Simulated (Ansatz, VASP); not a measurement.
# C in VASP and in Ansatz

```
C
1.0
    -2.46466    0.00000    0.00000
     0.00000    0.00000   -3.57197
     0.00000   -4.26892    0.00000
C
4
Cartesian
  -1.2323 -0.7595 0.0000
  0.0000 -2.7979 0.0000
  0.0000 -1.3750 0.0000
  -1.2323 -3.6054 0.0000
```

Change from the starting cell: mode 8 frozen in at -0.048 Å and mode 12 at +0.000 Å (largest displacements).

Alike in both runs: task single point; functional PBE; dispersion D3(BJ); k mesh 18 × 12 × 10; occupations gaussian, width 0.15 eV; no spin polarisation.

```csv
,VASP,Ansatz
version,VASP 6.6.1,Ansatz 0.2.0
potentials or method,"VASP PAW PBE potentials, release 64 (C), cutoff 520 eV","scalar-relativistic, plane waves, PAW"
valence electrons in the cell,16,16
```

Ansatz gave:

```
gap on the k mesh at the Fermi level (eV)                     : none
pressure (GPa)                                                : 1.6
traceless stress, the component that is largest in VASP (GPa) : 3.44
rms of the force components (eV/Å)                            : 2.182
```

Which values does VASP return?

gap on the k mesh at the Fermi level (eV): none; pressure (GPa): 2.0; traceless stress, the component that is largest in VASP (GPa): 3.65; rms of the force components (eV/Å): 2.178.

Atom by atom the forces differ by 0.006 eV/Å (rms over components). A gap of «none» marks a metal or a gap that the smearing closes.
